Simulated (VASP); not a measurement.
# NaI (rock salt type) (Fm-3m) in VASP: a series of runs

NaI (rock salt type) is run at these levels: HSE06; tasks: single point.

Program: VASP 6.6.1. These are calculated values, not measurements. Logs are shortened: lines on timing, memory, paths and dates and some standing lists are left out, and cuts for length are marked.

## 1. The cell of the first run

It takes space group Fm-3m (No. 225, cubic). Conventional cell: a = 6.419 Å, b = 6.419 Å, c = 6.419 Å, α = 90.00°, β = 90.00°, γ = 90.00°. Na (site symmetry m-3m) has 6 I at 3.21 Å within 4.2 Å. Within 4.2 Å of I (site symmetry m-3m) lie 6 Na at 3.21 Å.

## 2. Single point, HSE06

File POSCAR:

```
NaI
1.0
    0.0000000000      3.2096503242      3.2096503242
    3.2096503242      0.0000000000      3.2096503242
    3.2096503242      3.2096503242      0.0000000000
Na I
1 1
Direct
    0.0000000000      0.0000000000      0.0000000000
    0.5000000000      0.5000000000      0.5000000000
```

File INCAR.step1:

```
SYSTEM = NaI
PREC = Accurate ; ENCUT = 520
EDIFF = 1E-5 ; ISMEAR = -1
SIGMA = 0.05 ; LREAL = .FALSE.
LASPH = .TRUE. ; NELM = 60
ALGO = Normal ; ISIF = 2
LWAVE = .TRUE. ; LCHARG = .FALSE.
GGA = PE ; NBANDS = 14
```

File INCAR.step2:

```
SYSTEM = NaI
PREC = Accurate ; ENCUT = 520
EDIFF = 1E-7 ; ISMEAR = -1
SIGMA = 0.05 ; LREAL = .FALSE.
LASPH = .TRUE. ; NELM = 60
ALGO = Normal ; ISIF = 2
LWAVE = .FALSE. ; LCHARG = .FALSE.
GGA = PE ; LHFCALC = .TRUE.
HFSCREEN = 0.2079 ; PRECFOCK = Normal
ISTART = 1 ; NBANDS = 14
```

File KPOINTS:

```
Automatic mesh
0
G
  4 4 4
  0 0 0
```

Potentials or basis: VASP PAW PBE potentials, release 64 (Na_pv, I).

The run is started by

```sh
$ cat potpaw_PBE.64/Na_pv/POTCAR potpaw_PBE.64/I/POTCAR > POTCAR
$ cp INCAR.step1 INCAR
$ mpirun -np 1 vasp_std > vasp.out
$ cp INCAR.step2 INCAR
$ mpirun -np 1 vasp_std > vasp.out
```

OUTCAR:

```text
SYSTEM = NaI
   PREC = Accurate
   ENCUT = 520
   EDIFF = 1E-7
   ISMEAR = -1
   LREAL = .FALSE.
   LASPH = .TRUE.
   NELM = 60
   ISIF = 2
   GGA = PE
   LHFCALC = .TRUE.
   HFSCREEN = 0.2079
   PRECFOCK = Normal
   ISTART = 1

 ion  position               nearest neighbor table
   1  0.000  0.000  0.000-
   2  0.500  0.500  0.500-

  LATTYP: Found a face centered cubic cell.
 ALAT       =     6.4193006484

  Lattice vectors:

 A1 = (   0.0000000000,   3.2096503242,   3.2096503242)
 A2 = (   3.2096503242,   0.0000000000,   3.2096503242)
 A3 = (   3.2096503242,   3.2096503242,   0.0000000000)

Analysis of symmetry for initial positions (statically):
=====================================================================
 Subroutine PRICEL returns:
 Original cell was already a primitive cell.

 Routine SETGRP: Setting up the symmetry group for a
 face centered cubic supercell.

 Subroutine GETGRP returns: Found 48 space group operations
 (whereof 48 operations were pure point group operations)
 out of a pool of 48 trial point group operations.

The static configuration has the point symmetry O_h .

Analysis of symmetry for dynamics (positions and initial velocities):
=====================================================================
 Subroutine PRICEL returns:
 Original cell was already a primitive cell.

 Routine SETGRP: Setting up the symmetry group for a
 face centered cubic supercell.

 Subroutine GETGRP returns: Found 48 space group operations
 (whereof 48 operations were pure point group operations)
 out of a pool of 48 trial point group operations.

The dynamic configuration has the point symmetry O_h .

 Subroutine INISYM returns: Found 48 space group operations
 (whereof 48 operations are pure point group operations),
 and found     1 'primitive' translations

----------------------------------------------------------------------------------------

                                     Primitive cell

  volume of cell :      66.1307

  direct lattice vectors                    reciprocal lattice vectors
     0.000000000  3.209650324  3.209650324    -0.155780210  0.155780210  0.155780210
     3.209650324  0.000000000  3.209650324     0.155780210 -0.155780210  0.155780210
     3.209650324  3.209650324  0.000000000     0.155780210  0.155780210 -0.155780210

  length of vectors
     4.539131019  4.539131019  4.539131019     0.269819238  0.269819238  0.269819238

[... 80 lines left out ...]
   IALGO  =     38    algorithm
   IMIX   =      1    mixing-type and parameters
     AMIX     =   0.40;   BMIX     =  1.00
     AMIX_MAG =   1.60;   BMIX_MAG =  1.00
  volume/ion in A,a.u.               =      33.07       223.14
  Fermi-wavevector in a.u.,A,eV,Ry     =   0.975700  1.843806 12.952626  0.951991
  Thomas-Fermi vector in A             =   2.106261
   LORBIT       =      0    0 simple, 1 ext, 2 COOP (PROOUT), +10 PAW based schemes
   GGA     = PE    functional components
   LHFCALC =     T    Hartree Fock is set to
   PRECFOCK=normal    Normal, Fast or Accurate (Low or Medium for compatibility)
   ENCUT4O =  -1.0   cutoff for four orbital integrals eV
   NKREDX  =     1    reduce k-point grid by
   NKREDY  =     1    reduce k-point grid by
   NKREDZ  =     1    reduce k-point grid by
   AEXX    =    0.2500 exact exchange contribution
   HFSCREEN=    0.2079 screening length (either q_TF or 0.3 A-1)
   HFSCREENC=   0.2079 screening length for correlation (either q_TF or 0.3 A-1)
   ENCUTFOCK=  -1.0 apply spherical cutoff to Coloumb kernel
   IVDW    =     0    specifies the selected vdW correction
   LEPSILON=     F    determine dielectric tensor
   LRPA    =     F    only Hartree local field effects (RPA)
 non-spin polarized calculation
  energy-cutoff  :      520.00
  volume of cell :       66.13
 maximum number of plane-waves:      1812
 NGX is ok and might be reduce to    36
  NGX = 28; NGY = 28; NGZ = 28

 number of electron      13.9999997 magnetization

 Free energy of the ion-electron system (eV)
  ---------------------------------------------------
  ext. energy  EPLUGINS =         0.00000000
  ---------------------------------------------------
  free energy    TOTEN  =        -6.25188377 eV

  energy without entropy =       -6.25188377  energy(sigma->0) =       -6.25188377

 E-fermi :   1.4464     XC(G=0):  -6.5380

 val. band max:        0.2721650177   @ k =   0.0000   0.0000   0.0000
 cond. band min:       4.9976303232   @ k =   0.0000   0.0000   0.0000
 fundamental gap:      4.7254653055
 Fermi energy:         1.4463894756

 k-point     1 :       0.0000    0.0000    0.0000
  band No.  band energies     occupation
      1     -24.4956      2.00000
      2     -24.4956      2.00000
      3     -24.4956      2.00000
      4     -11.7599      2.00000
      5       0.2722      2.00000
      6       0.2722      2.00000
      7       0.2722      2.00000
      8       4.9976      0.00000
      9       9.2847      0.00000
     10       9.2847      0.00000
     11       9.2847      0.00000
     12      11.2675      0.00000
     13      11.2675      0.00000
     14      11.8289      0.00000
[... 105 lines left out ...]
      1     -24.4988      2.00000
      2     -24.4988      2.00000
      3     -24.4975      2.00000
      4     -11.2710      2.00000
      5      -1.3044      2.00000
      6      -1.3044      2.00000
      7      -0.7534      2.00000
      8       7.2452      0.00000
      9       8.8408      0.00000
     10       8.8408      0.00000
     11       9.3938      0.00000
     12      13.7154      0.00000
     13      13.7154      0.00000
     14      14.4806      0.00000

------------------------ aborting loop because EDIFF is reached ----------------------------------------

  FORCE on cell =-STRESS in cart. coord.  units (eV):
  Direction    XX          YY          ZZ          XY          YZ          ZX
  --------------------------------------------------------------------------------------
  -------------------------------------------------------------------------------------
  Total        0.2499857      0.2499857      0.2499857     -0.0000000     -0.0000000     -0.0000000
  in kB        6.0565111      6.0565111      6.0565111     -0.0000000     -0.0000000     -0.0000000
  external PRESSURE =       6.0565111 kB  Pullay stress =       0.0000000 kB

 VOLUME and BASIS-vectors are now :
 -----------------------------------------------------------------------------
  energy-cutoff  :      520.00
  volume of cell :       66.13
      direct lattice vectors                 reciprocal lattice vectors
     0.000000000  3.209650324  3.209650324    -0.155780210  0.155780210  0.155780210
     3.209650324  0.000000000  3.209650324     0.155780210 -0.155780210  0.155780210
     3.209650324  3.209650324  0.000000000     0.155780210  0.155780210 -0.155780210

 POSITION                                       TOTAL-FORCE (eV/Angst)
 -----------------------------------------------------------------------------------
      0.00000      0.00000      0.00000        -0.000000      0.000000     -0.000000
      3.20965      3.20965      3.20965         0.000000     -0.000000      0.000000
 -----------------------------------------------------------------------------------
    total drift:                               -0.000000     -0.000000     -0.000000

  FREE ENERGIE OF THE ION-ELECTRON SYSTEM (eV)
  ---------------------------------------------------
  free  energy   TOTEN  =        -6.2518837716 eV

  energy  without entropy=       -6.2518837716  energy(sigma->0) =       -6.25188377
```

OUTCAR.step1:

```text
SYSTEM = NaI
   PREC = Accurate
   ENCUT = 520
   EDIFF = 1E-5
   ISMEAR = -1
   LREAL = .FALSE.
[... 339 lines left out ...]
      0.00000      0.00000      0.00000         0.000000      0.000000      0.000000
      3.20965      3.20965      3.20965        -0.000000     -0.000000     -0.000000
 -----------------------------------------------------------------------------------
    total drift:                                0.000000      0.000000      0.000000

  FREE ENERGIE OF THE ION-ELECTRON SYSTEM (eV)
  ---------------------------------------------------
  free  energy   TOTEN  =        -5.3719455194 eV

  energy  without entropy=       -5.3719455193  energy(sigma->0) =       -5.37194552
```

Run time: 3.8 min. Hardware: 1 thread of Intel Xeon 6975P-C (Granite Rapids), shared host; peak memory 0.31 GiB.

What came out:

| Property | Result |
| --- | --- |
| Free energy | -6.2519 eV |
| Pressure | 0.6 GPa |
| Band gap on the k mesh | 4.73 eV |

Levels at points of the mesh, in eV from the valence-band top:
```csv
k point,band 5,band 6,band 7,band 8,band 9,band 10
"(0.00, 0.00, 0.00)",0.00,0.00,0.00,4.73,9.01,9.01
"(0.50, 0.00, 0.00)",-2.43,-0.32,-0.32,6.08,8.56,8.56
"(0.50, 0.50, 0.00)",-2.14,-0.84,-0.84,5.55,6.46,11.26
```

Caveat: the k points lie up to 0.42 Å⁻¹ apart; the PAW data sets were made with another functional, which shifts forces and pressure a little; spin-orbit coupling is left out, which moves the levels of the heavy elements.

## 3. Single point, HSE06

This run uses another cell than the first one, of 34.11 Å³/atom.

File POSCAR:

```
NaI
1.0
    0.0000000000      3.2430865881      3.2430865881
    3.2430865881      0.0000000000      3.2430865881
    3.2430865881      3.2430865881      0.0000000000
Na I
1 1
Direct
    0.0000000000      0.0000000000      0.0000000000
    0.5000000000      0.5000000000      0.5000000000
```

File INCAR.step1:

```
PREC = Accurate
ENCUT = 520
EDIFF = 1E-5
ISMEAR = -1
SIGMA = 0.05
LREAL = False
LASPH = True
NELM = 100
ALGO = Normal
ISIF = 2
LWAVE = True
LCHARG = False
NBANDS = 14
GGA = PE
```

File INCAR.step2:

```
PREC = Accurate
ENCUT = 520
EDIFF = 1E-7
ISMEAR = -1
SIGMA = 0.05
LREAL = False
LASPH = True
NELM = 100
ALGO = Normal
ISIF = 2
LWAVE = False
LCHARG = False
GGA = PE
LHFCALC = True
HFSCREEN = 0.2079
PRECFOCK = Normal
NBANDS = 14
ISTART = 1
```

File KPOINTS:

```
Automatic mesh
0
Gamma
  4 4 4
```

Potentials or basis: VASP PAW PBE potentials, release 64 (Na_pv, I).

The run is started by

```sh
$ cat potpaw_PBE.64/Na_pv/POTCAR potpaw_PBE.64/I/POTCAR > POTCAR
$ cp INCAR.step1 INCAR
$ mpirun -np 1 vasp_std > vasp.out
$ cp INCAR.step2 INCAR
$ mpirun -np 1 vasp_std > vasp.out
```

OUTCAR:

```text
PREC = Accurate
   ENCUT = 520
   EDIFF = 1E-7
   ISMEAR = -1
   LREAL = False
   LASPH = True
   NELM = 100
   ISIF = 2
   GGA = PE
   LHFCALC = True
   HFSCREEN = 0.2079
   PRECFOCK = Normal
   ISTART = 1

 ion  position               nearest neighbor table
   1  0.000  0.000  0.000-
   2  0.500  0.500  0.500-

  LATTYP: Found a face centered cubic cell.
 ALAT       =     6.4861731762

  Lattice vectors:

 A1 = (   0.0000000000,   3.2430865881,   3.2430865881)
 A2 = (   3.2430865881,   0.0000000000,   3.2430865881)
 A3 = (   3.2430865881,   3.2430865881,   0.0000000000)

Analysis of symmetry for initial positions (statically):
=====================================================================
 Subroutine PRICEL returns:
 Original cell was already a primitive cell.

 Routine SETGRP: Setting up the symmetry group for a
 face centered cubic supercell.

 Subroutine GETGRP returns: Found 48 space group operations
 (whereof 48 operations were pure point group operations)
 out of a pool of 48 trial point group operations.

The static configuration has the point symmetry O_h .

Analysis of symmetry for dynamics (positions and initial velocities):
=====================================================================
 Subroutine PRICEL returns:
 Original cell was already a primitive cell.

 Routine SETGRP: Setting up the symmetry group for a
 face centered cubic supercell.

 Subroutine GETGRP returns: Found 48 space group operations
 (whereof 48 operations were pure point group operations)
 out of a pool of 48 trial point group operations.

The dynamic configuration has the point symmetry O_h .

 Subroutine INISYM returns: Found 48 space group operations
 (whereof 48 operations are pure point group operations),
 and found     1 'primitive' translations

[... 109 lines left out ...]
   AEXX    =    0.2500 exact exchange contribution
   HFSCREEN=    0.2079 screening length (either q_TF or 0.3 A-1)
   HFSCREENC=   0.2079 screening length for correlation (either q_TF or 0.3 A-1)
   ENCUTFOCK=  -1.0 apply spherical cutoff to Coloumb kernel
   IVDW    =     0    specifies the selected vdW correction
   LEPSILON=     F    determine dielectric tensor
   LRPA    =     F    only Hartree local field effects (RPA)
 non-spin polarized calculation
  energy-cutoff  :      520.00
  volume of cell :       68.22
 maximum number of plane-waves:      1856
 NGX is ok and might be reduce to    36
  NGX = 28; NGY = 28; NGZ = 28

 number of electron      13.9999993 magnetization

 Free energy of the ion-electron system (eV)
  ---------------------------------------------------
  ext. energy  EPLUGINS =         0.00000000
  ---------------------------------------------------
  free energy    TOTEN  =        -6.25624822 eV

  energy without entropy =       -6.25624822  energy(sigma->0) =       -6.25624822

 E-fermi :   1.1227     XC(G=0):  -6.4378

 val. band max:        0.0536928805   @ k =   0.0000   0.0000   0.0000
 cond. band min:       4.6893065412   @ k =   0.0000   0.0000   0.0000
 fundamental gap:      4.6356136606
 Fermi energy:         1.1227112452

 k-point     1 :       0.0000    0.0000    0.0000
  band No.  band energies     occupation
      1     -24.7504      2.00000
      2     -24.7504      2.00000
      3     -24.7504      2.00000
      4     -11.8895      2.00000
      5       0.0537      2.00000
      6       0.0537      2.00000
      7       0.0537      2.00000
      8       4.6893      0.00000
      9       9.0625      0.00000
     10       9.0625      0.00000
     11       9.0625      0.00000
     12      10.9918      0.00000
     13      10.9918      0.00000
     14      11.5775      0.00000
[... 105 lines left out ...]
      1     -24.7532      2.00000
      2     -24.7532      2.00000
      3     -24.7521      2.00000
      4     -11.4432      2.00000
      5      -1.4362      2.00000
      6      -1.4362      2.00000
      7      -0.9137      2.00000
      8       6.9503      0.00000
      9       8.5788      0.00000
     10       8.5788      0.00000
     11       9.0916      0.00000
     12      13.3065      0.00000
     13      13.3065      0.00000
     14      14.0652      0.00000

------------------------ aborting loop because EDIFF is reached ----------------------------------------

  FORCE on cell =-STRESS in cart. coord.  units (eV):
  Direction    XX          YY          ZZ          XY          YZ          ZX
  --------------------------------------------------------------------------------------
  -------------------------------------------------------------------------------------
  Total        0.0275938      0.0275938      0.0275938      0.0000000      0.0000000     -0.0000000
  in kB        0.6480616      0.6480616      0.6480616      0.0000000      0.0000000     -0.0000000
  external PRESSURE =       0.6480616 kB  Pullay stress =       0.0000000 kB

 VOLUME and BASIS-vectors are now :
 -----------------------------------------------------------------------------
  energy-cutoff  :      520.00
  volume of cell :       68.22
      direct lattice vectors                 reciprocal lattice vectors
     0.000000000  3.243086588  3.243086588    -0.154174114  0.154174114  0.154174114
     3.243086588  0.000000000  3.243086588     0.154174114 -0.154174114  0.154174114
     3.243086588  3.243086588  0.000000000     0.154174114  0.154174114 -0.154174114

 POSITION                                       TOTAL-FORCE (eV/Angst)
 -----------------------------------------------------------------------------------
      0.00000      0.00000      0.00000         0.000000      0.000000     -0.000000
      3.24309      3.24309      3.24309         0.000000      0.000000      0.000000
 -----------------------------------------------------------------------------------
    total drift:                               -0.000000     -0.000000     -0.000000

  FREE ENERGIE OF THE ION-ELECTRON SYSTEM (eV)
  ---------------------------------------------------
  free  energy   TOTEN  =        -6.2562482200 eV

  energy  without entropy=       -6.2562482199  energy(sigma->0) =       -6.25624822
```

OUTCAR.step1:

```text
PREC = Accurate
   ENCUT = 520
   EDIFF = 1E-5
   ISMEAR = -1
   LREAL = False
[... 339 lines left out ...]
      0.00000      0.00000      0.00000        -0.000000      0.000000      0.000000
      3.24309      3.24309      3.24309         0.000000      0.000000     -0.000000
 -----------------------------------------------------------------------------------
    total drift:                                0.000000      0.000000      0.000000

  FREE ENERGIE OF THE ION-ELECTRON SYSTEM (eV)
  ---------------------------------------------------
  free  energy   TOTEN  =        -5.3805431202 eV

  energy  without entropy=       -5.3805431201  energy(sigma->0) =       -5.38054312
```

It took 4.1 min on 1 thread of Intel Xeon 6975P-C (Granite Rapids), shared host; peak memory 0.31 GiB.

Results:

```yaml
Free_energy: -6.2562 eV
Pressure: 0.1 GPa
Band_gap_on_the_k_mesh: 4.64 eV
```

Levels at points of the mesh, in eV from the valence-band top:
| k point | band 5 | band 6 | band 7 | band 8 | band 9 | band 10 |
| --- | --- | --- | --- | --- | --- | --- |
| (0.00, 0.00, 0.00) | 0.00 | 0.00 | 0.00 | 4.64 | 9.01 | 9.01 |
| (0.50, 0.00, 0.00) | -2.30 | -0.30 | -0.30 | 6.07 | 8.53 | 8.53 |
| (0.50, 0.50, 0.00) | -2.03 | -0.79 | -0.79 | 5.52 | 6.52 | 11.04 |

Caveat: the PAW data sets were made with another functional, which shifts forces and pressure a little; spin-orbit coupling is left out, which moves the levels of the heavy elements.

## 4. Single point, HSE06

This run uses another cell than the first one, of 34.11 Å³/atom.

POSCAR is that of step 3.

File INCAR.step1:

```
SYSTEM = NaI
PREC = Accurate ; ENCUT = 520
EDIFF = 1E-5 ; ISMEAR = -1
SIGMA = 0.05 ; LREAL = .FALSE.
LASPH = .TRUE. ; NELM = 80
ALGO = Normal ; ISIF = 2
LWAVE = .TRUE. ; LCHARG = .FALSE.
NBANDS = 14 ; GGA = PE
```

File INCAR.step2:

```
SYSTEM = NaI
PREC = Accurate ; ENCUT = 520
EDIFF = 1E-6 ; ISMEAR = -1
SIGMA = 0.05 ; LREAL = .FALSE.
LASPH = .TRUE. ; NELM = 80
ALGO = Normal ; ISIF = 2
LWAVE = .FALSE. ; LCHARG = .FALSE.
GGA = PE ; LHFCALC = .TRUE.
HFSCREEN = 0.2079 ; PRECFOCK = Normal
NBANDS = 14 ; ISTART = 1
```

File KPOINTS:

```
regular mesh
0
G
  4 4 4
  0 0 0
```

The run is started by

```sh
$ cat potpaw_PBE.64/Na_pv/POTCAR potpaw_PBE.64/I/POTCAR > POTCAR
$ cp INCAR.step1 INCAR
$ mpirun -np 1 vasp_std > vasp.out
$ cp INCAR.step2 INCAR
$ mpirun -np 1 vasp_std > vasp.out
```

Run time: 3.6 min. Hardware: 1 thread of Intel Xeon 6975P-C (Granite Rapids), shared host; peak memory 0.31 GiB.

The run converged. Its results:

- Free energy: -6.2562 eV
- Pressure: 0.1 GPa
- Band gap on the k mesh: 4.64 eV

Levels at points of the mesh, in eV from the valence-band top:
| k point | band 5 | band 6 | band 7 | band 8 | band 9 | band 10 |
| --- | --- | --- | --- | --- | --- | --- |
| (0.00, 0.00, 0.00) | 0.00 | 0.00 | 0.00 | 4.64 | 9.01 | 9.01 |
| (0.50, 0.00, 0.00) | -2.30 | -0.30 | -0.30 | 6.07 | 8.53 | 8.53 |
| (0.50, 0.50, 0.00) | -2.03 | -0.79 | -0.79 | 5.52 | 6.52 | 11.04 |

Caveat: the PAW data sets were made with another functional, which shifts forces and pressure a little; spin-orbit coupling is left out, which moves the levels of the heavy elements.
